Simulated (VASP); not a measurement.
# Sc3Al5N8 (Cm) in VASP: a series of runs, part 2 of 3

VASP 6.6.1. Earlier steps stand in the parts before.

### Step 3. Relaxation of cell and atoms, PBEsol

Input file INCAR:

```
SYSTEM = Sc3Al5N8
PREC = Accurate
ENCUT = 600
EDIFF = 1E-6
ISMEAR = 0
SIGMA = 0.02
LREAL = Auto
LASPH = .True.
NELM = 100
ALGO = Normal
ISIF = 3
LWAVE = .False.
LCHARG = .False.
GGA = PS
IBRION = 2
NSW = 100
EDIFFG = -0.005
```

Input file KPOINTS:

```
Automatic mesh
0
Gamma
  6 4 4
  0 0 0
```

Input file POSCAR:

```
Sc3Al5N8
1.0
   -0.0089121255     -0.0051454180     -4.9616109869
    3.3554857084      5.7089837258      0.0111397095
    3.2663820822     -5.6575397232      0.0000000000
Sc Al N
3 5 8
Direct
    0.0170790862      0.1594393879      0.3250195175
    0.0170790862      0.1594393879      0.8344198704
    0.5156555415      0.3468881616      0.6734440808
    0.0075266519      0.6638128357      0.3319064179
    0.0059510090      0.6711280676      0.8355640338
    0.5034658460      0.3390713526      0.1695356763
    0.5056494167      0.8298071386      0.6651428198
    0.5056494167      0.8298071386      0.1646643187
    0.5883992752      0.1566069176      0.3159873593
    0.5883992752      0.1566069176      0.8406195583
    0.6202489696      0.6669820941      0.3334910471
    0.6252435996      0.6942370416      0.8471185208
    0.0889178093      0.3525506748      0.6762753374
    0.1234686075      0.3556948394      0.1778474197
    0.1236332046      0.8089640223      0.6533207112
    0.1236332046      0.8089640223      0.1556433111
```

Potentials or basis: VASP PAW PBE potentials, release 64 (Sc_sv, Al, N).

On the command line:

```console
> cat potpaw_PBE.64/Sc_sv/POTCAR potpaw_PBE.64/Al/POTCAR potpaw_PBE.64/N/POTCAR > POTCAR
> mpirun -np 1 vasp_std > vasp.out
```

OUTCAR:

```text
SYSTEM = Sc3Al5N8
   PREC = Accurate
   ENCUT = 600
   EDIFF = 1E-6
   ISMEAR = 0
   LREAL = Auto
   LASPH = .True.
   NELM = 100
   ISIF = 3
   GGA = PS
   IBRION = 2
   NSW = 100
   EDIFFG = -0.005

 ion  position               nearest neighbor table
   1  0.017  0.159  0.325-  14 2.03  13 2.03  16 2.09   9 2.13   6 3.07   8 3.09   8 3.16   3 3.17
                             3 3.19   6 3.19   2 3.20   5 3.24   4 3.30   4 3.32   2 3.33   5 3.39
   2  0.017  0.159  0.834-  14 2.03  13 2.03  15 2.09  10 2.13   6 3.07   7 3.09   7 3.16   3 3.17
                             3 3.19   6 3.19   1 3.20   5 3.24   4 3.30   4 3.32   1 3.33   5 3.39
   3  0.516  0.347  0.673-  10 2.07   9 2.07  12 2.07  13 2.12   5 3.06   5 3.15   1 3.17   2 3.17
                             2 3.19   1 3.19   8 3.23   7 3.23   6 3.27   6 3.27
   4  0.008  0.664  0.332-  14 1.87  15 1.92  16 1.92  11 1.92   6 3.10   7 3.11   8 3.11   6 3.12
                             7 3.13   8 3.13   5 3.27   5 3.27   2 3.30   1 3.30   1 3.32   2 3.32
   5  0.006  0.671  0.836-  13 1.88  12 1.89  15 1.91  16 1.91   3 3.06   8 3.10   7 3.10   8 3.11
                             7 3.11   3 3.15   2 3.24   1 3.24   4 3.27   4 3.27   2 3.39   1 3.39
   6  0.503  0.339  0.170-  14 1.89   9 1.92  10 1.92  11 1.97   2 3.07   1 3.07   4 3.10   4 3.12
                             1 3.19   2 3.19   7 3.27   8 3.27   3 3.27   3 3.27   8 3.36   7 3.36
   7  0.506  0.830  0.665-  15 1.90  12 1.90  10 1.93  11 1.97   2 3.09   5 3.10   4 3.11   5 3.11
                             4 3.13   2 3.16   3 3.23   8 3.26   6 3.27   8 3.27   6 3.36
   8  0.506  0.830  0.165-  16 1.90  12 1.90   9 1.93  11 1.97   1 3.09   5 3.10   4 3.11   5 3.11
                             4 3.13   1 3.16   3 3.23   7 3.26   6 3.27   7 3.27   6 3.36
   9  0.588  0.157  0.316-   6 1.92   8 1.93   3 2.07   1 2.13
  10  0.588  0.157  0.841-   6 1.92   7 1.93   3 2.07   2 2.13
  11  0.620  0.667  0.333-   4 1.92   7 1.97   8 1.97   6 1.97
  12  0.625  0.694  0.847-   5 1.89   8 1.90   7 1.90   3 2.07
  13  0.089  0.353  0.676-   5 1.88   2 2.03   1 2.03   3 2.12
  14  0.123  0.356  0.178-   4 1.87   6 1.89   1 2.03   2 2.03
  15  0.124  0.809  0.653-   7 1.90   5 1.91   4 1.92   2 2.09
  16  0.124  0.809  0.156-   8 1.90   5 1.91   4 1.92   1 2.09

  LATTYP: Found a base centered monoclinic cell.
 ALAT       =    11.5208769992
 B/A-ratio  =     0.5670370550
 C/A-ratio  =     0.4306635388
 COS(beta)  =    -0.0040079093

  Lattice vectors:
[... 204 lines left out ...]
  ext. energy  EPLUGINS =         0.00000000
  ---------------------------------------------------
  free energy    TOTEN  =      -133.40160855 eV

  energy without entropy =     -133.40160855  energy(sigma->0) =     -133.40160855

------------------------ aborting loop because EDIFF is reached ----------------------------------------

  FORCE on cell =-STRESS in cart. coord.  units (eV):
  Direction    XX          YY          ZZ          XY          YZ          ZX
  --------------------------------------------------------------------------------------
  -------------------------------------------------------------------------------------
  Total        0.0039376     -0.0555497     -0.1166793      0.0515175     -0.0088566     -0.0153411
  in kB        0.0337882     -0.4766718     -1.0012252      0.4420714     -0.0759987     -0.1316420
  external PRESSURE =      -0.4813696 kB  Pullay stress =       0.0000000 kB
[... 131 lines left out ...]
  FREE ENERGIE OF THE ION-ELECTRON SYSTEM (eV)
  ---------------------------------------------------
  free  energy   TOTEN  =      -133.4022322440 eV

  energy  without entropy=     -133.4022322440  energy(sigma->0) =     -133.40223224

[... ionic steps 4 to 9 ...]

--------------------------------------- Ionic step       10  -------------------------------------------

 number of electron      88.0000001 magnetization

------------------------ aborting loop because EDIFF is reached ----------------------------------------
[... 95 lines left out ...]
--------------------------------------- Ionic step       12  -------------------------------------------

 number of electron      88.0000001 magnetization

 Free energy of the ion-electron system (eV)
  ---------------------------------------------------
  ext. energy  EPLUGINS =         0.00000000
  ---------------------------------------------------
  free energy    TOTEN  =      -133.40245695 eV

  energy without entropy =     -133.40245695  energy(sigma->0) =     -133.40245695

 E-fermi :   4.8864     XC(G=0): -11.0382

 val. band max:        4.7169016379   @ k =   0.5000   0.0000  -0.0000
 cond. band min:       7.8366655072   @ k =  -0.0000   0.2500   0.5000
 fundamental gap:      3.1197638693
 Fermi energy:         4.8863761124

 k-point     1 :       0.0000    0.0000    0.0000
  band No.  band energies     occupation
      1     -42.0751      2.00000
      2     -41.9816      2.00000
      3     -41.9609      2.00000
      4     -21.1108      2.00000
      5     -21.0425      2.00000
      6     -20.9774      2.00000
[... 1333 lines left out ...]
     52      10.1134      0.00000
     53      10.2414      0.00000

 [... further k-points ...]
[... 5 lines left out ...]
  --------------------------------------------------------------------------------------
  -------------------------------------------------------------------------------------
  Total       -0.0107077      0.0027397     -0.0012848     -0.0116457     -0.0024747     -0.0042874
  in kB       -0.0919616      0.0235294     -0.0110340     -0.1000181     -0.0212541     -0.0368215
  external PRESSURE =      -0.0264888 kB  Pullay stress =       0.0000000 kB
[... 31 lines left out ...]
  FREE ENERGIE OF THE ION-ELECTRON SYSTEM (eV)
  ---------------------------------------------------
  free  energy   TOTEN  =      -133.4024569481 eV

  energy  without entropy=     -133.4024569481  energy(sigma->0) =     -133.40245695

 reached required accuracy - stopping structural energy minimisation
```

OSZICAR:

```text
N       E                     dE             d eps       ncg     rms          rms(c)
DAV:   1     0.142717475877E+04    0.14272E+04   -0.42004E+04  3604   0.185E+03
DAV:   2     0.160823734001E+03   -0.12664E+04   -0.12459E+04  4036   0.609E+02
DAV:   3    -0.130405861830E+03   -0.29123E+03   -0.28285E+03  5956   0.258E+02
[... 80 lines left out ...]
       N       E                     dE             d eps       ncg     rms          rms(c)
DAV:   1    -0.133402456842E+03   -0.20836E-05   -0.14969E-03  4363   0.380E-01    0.172E-02
DAV:   2    -0.133402458875E+03   -0.20331E-05   -0.89312E-05  4620   0.598E-02    0.108E-02
DAV:   3    -0.133402457073E+03    0.18020E-05   -0.66015E-06  4048   0.181E-02    0.331E-03
DAV:   4    -0.133402456948E+03    0.12460E-06   -0.97945E-07  2301   0.114E-02
  12 F= -.13340246E+03 E0= -.13340246E+03  d E =-.944412E-05
```

CONTCAR:

```text
Sc3Al5N8
   1.00000000000000
    -0.0092767725787279   -0.0053559470891582   -4.9542991799183769
     3.3601882240403436    5.7107653130272453    0.0116015809395429
     3.2655737241777341   -5.6561396060346167   -0.0000000000000886
  Sc              Al              N
     3     5     8
Direct
     0.0172787995061804    0.1590715004841494    0.3247486411526069
     0.0172787995061804    0.1590715004841494    0.8343228593315426
     0.5162420465459741    0.3472249404643524    0.6736124702321797
     0.0080609257612525    0.6637967079693023    0.3318983540346521
     0.0061924862062270    0.6713377456972839    0.8356688728486382
     0.5036547217912807    0.3395356917445546    0.1697678458722773
[... 8 lines left out ...]
     0.1238309913570475    0.8086106798269772    0.6531844223671361
     0.1238309913570475    0.8086106798269772    0.1554262574598412

  0.00000000E+00  0.00000000E+00  0.00000000E+00
  0.00000000E+00  0.00000000E+00  0.00000000E+00
  0.00000000E+00  0.00000000E+00  0.00000000E+00
  0.00000000E+00  0.00000000E+00  0.00000000E+00
  0.00000000E+00  0.00000000E+00  0.00000000E+00
  0.00000000E+00  0.00000000E+00  0.00000000E+00
[... 8 lines left out ...]
  0.00000000E+00  0.00000000E+00  0.00000000E+00
  0.00000000E+00  0.00000000E+00  0.00000000E+00
```

Run time: 66 min. Hardware: 1 thread of Intel Xeon Platinum 8488C (Sapphire Rapids), shared host; peak memory 0.51 GiB.

What came out:

```yaml
Free_energy: -133.4025 eV
Relaxed_volume: 11.66 Å³/atom
Relaxed_cell: a = 4.954 Å, b = 6.626 Å, c = 6.531 Å, α = 119.53°, β = 90.00°, γ = 90.21°
Space_group_after_relaxing_to_0.05_Å: Cm (No. 8)
Energy_gained_by_relaxing: 0.1 meV/atom
Ionic_steps: 12
Pressure_after_relaxing: 0.0 GPa
Largest_force_after_relaxing: 0.005 eV/Å
Band_gap_on_the_k_mesh: 3.12 eV, indirect (least direct gap 3.21 eV)
```

Forces in eV/Å, atoms in the order of the input:
```
Sc   0.000 -0.002 -0.004
Sc  -0.002  0.001 -0.004
Sc   0.000  0.000 -0.005
Al   0.000  0.000  0.000
Al   0.003  0.002  0.002
Al   0.001  0.001  0.000
Al   0.000  0.001  0.004
Al   0.000 -0.001  0.004
N   -0.001  0.000  0.000
N   -0.001 -0.001  0.000
N   -0.002 -0.001  0.003
N    0.001  0.001  0.000
N    0.000  0.000 -0.003
N    0.003  0.002  0.001
N   -0.002 -0.001  0.001
N   -0.001 -0.001  0.001
```

Step by step:
```
step  energy change (eV)  largest force (eV/Å)  pressure (GPa)  volume (Å³)
   1              0.0000                0.0596           -0.05       186.71
   2             -0.0006                0.0259            0.01       186.62
   3             -0.0006                0.0283            0.01       186.60
   4             -0.0006                0.0294            0.00       186.60
   5             -0.0007                0.0131            0.01       186.59
   6             -0.0007                0.0142            0.01       186.59
   7             -0.0008                0.0085           -0.02       186.60
   8             -0.0008                0.0111           -0.02       186.60
   9             -0.0008                0.0053            0.01       186.55
  10             -0.0008                0.0058            0.03       186.53
  11             -0.0008                0.0057           -0.02       186.56
  12             -0.0008                0.0048            0.00       186.55
```

Final structure:
```yaml
crystal:
  lattice:
    - [-0.00928, -0.00536, -4.95430]
    - [3.36019, 5.71077, 0.01160]
    - [3.26557, -5.65614, 0.00000]
  atoms:
    - { symbol: Sc, position: [0.01728, 0.15907, 0.32475] }
    - { symbol: Sc, position: [0.01728, 0.15907, 0.83432] }
    - { symbol: Sc, position: [0.51624, 0.34722, 0.67361] }
    - { symbol: Al, position: [0.00806, 0.66380, 0.33190] }
    - { symbol: Al, position: [0.00619, 0.67134, 0.83567] }
    - { symbol: Al, position: [0.50365, 0.33954, 0.16977] }
    - { symbol: Al, position: [0.50604, 0.82970, 0.66512] }
    - { symbol: Al, position: [0.50604, 0.82970, 0.16458] }
    - { symbol: N, position: [0.58741, 0.15645, 0.31561] }
    - { symbol: N, position: [0.58741, 0.15645, 0.84084] }
    - { symbol: N, position: [0.62062, 0.66696, 0.33348] }
    - { symbol: N, position: [0.62529, 0.69474, 0.84737] }
    - { symbol: N, position: [0.08757, 0.35289, 0.67645] }
    - { symbol: N, position: [0.12324, 0.35585, 0.17793] }
    - { symbol: N, position: [0.12383, 0.80861, 0.65318] }
    - { symbol: N, position: [0.12383, 0.80861, 0.15543] }
```

Levels at points of the mesh, in eV from the valence-band top:
| k point | band 42 | band 43 | band 44 | band 45 | band 46 | band 47 |
| --- | --- | --- | --- | --- | --- | --- |
| (0.00, 0.00, 0.00) | -0.34 | -0.08 | 0.00 | 3.43 | 3.61 | 3.65 |
| (0.50, 0.00, 0.00) | -0.65 | -0.57 | 0.00 | 3.78 | 4.19 | 4.21 |
| (0.00, 0.50, 0.00) | -0.24 | -0.20 | -0.09 | 3.49 | 3.50 | 3.95 |
| (0.50, 0.50, 0.00) | -0.43 | -0.37 | -0.29 | 3.96 | 4.43 | 4.62 |
| (0.00, 0.00, 0.50) | -0.33 | -0.25 | -0.16 | 3.23 | 3.62 | 3.79 |
| (0.50, 0.00, 0.50) | -0.45 | -0.36 | -0.22 | 3.83 | 4.07 | 4.31 |

Caveat: the PAW data sets were made with another functional, which shifts forces and pressure a little.

[end of part 2 of 3]
